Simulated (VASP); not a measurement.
A run of VASP 6.6.1:

INCAR

```
SYSTEM = NbP
PREC     = Accurate       ! precision mode
ENCUT    = 520            ! plane-wave cutoff, eV
EDIFF    = 1E-6           ! SCF threshold, eV
ISMEAR   = 0              ! smearing method
SIGMA    = 0.1            ! smearing width, eV
LREAL    = .FALSE.        ! projectors in reciprocal space
LASPH    = .TRUE.         ! aspherical terms in the spheres
NELM     = 100            ! most SCF steps
ALGO     = Fast           ! electronic algorithm
ISIF     = 2              ! what is computed and relaxed
LWAVE    = .FALSE.        ! write WAVECAR
LCHARG   = .FALSE.        ! write CHGCAR
GGA      = PE             ! functional
ISYM     = 0            
NBANDS   = 26             ! bands
```

KPOINTS

```
regular mesh
0
G
  10 10 7
  0 0 0
```

POSCAR

```
NbP
1.0
    3.5095676707      0.0000000000      0.0000000000
    0.0000000000      3.5095676707      0.0000000000
    1.7547838354     -1.7547838354      5.2135792976
Nb P
2 2
Direct
    0.0000000000      0.0000000000      0.0000000000
    0.2500000000      0.2500000000      0.5000000000
    0.5000000000      0.5000000000      0.0000000000
    0.7500000000      0.7500000000      0.5000000000
```

Potentials or basis: VASP PAW PBE potentials, release 64 (Nb_sv, P).

Run with:

```bash
$ cat potpaw_PBE.64/Nb_sv/POTCAR potpaw_PBE.64/P/POTCAR > POTCAR
$ mpirun -np 1 vasp_std > vasp.out
```

Hardware: 1 thread of Oxide Virtual Turin-like Processor (shared host).

Problem. Estimate the wall time of this run.

Solution. Wall time 33 min on 1 thread of Oxide Virtual Turin-like Processor (shared host), peak memory 0.53 GiB. Counts: scf iterations 24, k points 352.
